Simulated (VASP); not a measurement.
Input of a VASP 6.6.1 run:

INCAR

```
PREC = Accurate
ENCUT = 600
EDIFF = 1E-6
ISMEAR = 0
SIGMA = 0.1
LREAL = False
LASPH = True
NELM = 200
ALGO = Normal
ISIF = 2
LWAVE = False
LCHARG = False
ISPIN = 2
MAGMOM = 0 0 1 1
LORBIT = 11
GGA = PE
NBANDS = 31
GGA_COMPAT = False
```

Contents of KPOINTS:

```
Automatic mesh
0
Gamma
  6 6 4
```

Contents of POSCAR:

```
InGaO2
1.0
    3.1614442200      0.0000000000      0.0000000000
    0.0000000000      3.5220035800      0.0000000000
    0.0000000000      0.0000000000      5.7064073900
In Ga O
1 1 2
Direct
    0.5000000000      0.5000000000      0.5000000000
    0.0000000000      0.0000000000      0.0000000000
    0.5000000000      0.0000000000      0.2460425300
    0.5000000000      0.0000000000      0.7539574700
```

Potentials or basis: VASP PAW PBE potentials, release 64 (In_d, Ga_d, O).

Launch:

```console
$ cat potpaw_PBE.64/In_d/POTCAR potpaw_PBE.64/Ga_d/POTCAR potpaw_PBE.64/O/POTCAR > POTCAR
$ mpirun -np 1 vasp_std > vasp.out
```

(1) Predict the pressure.

(2) What does it give for the largest force?

Answers

(1) -4.4 GPa.

(2) 1.701 eV/Å.

Caveat: the stress differs along the axes, from -11 to 3 GPa; forces of over 1 eV/Å act on the atoms, so gaps and moduli don't describe the material at rest.
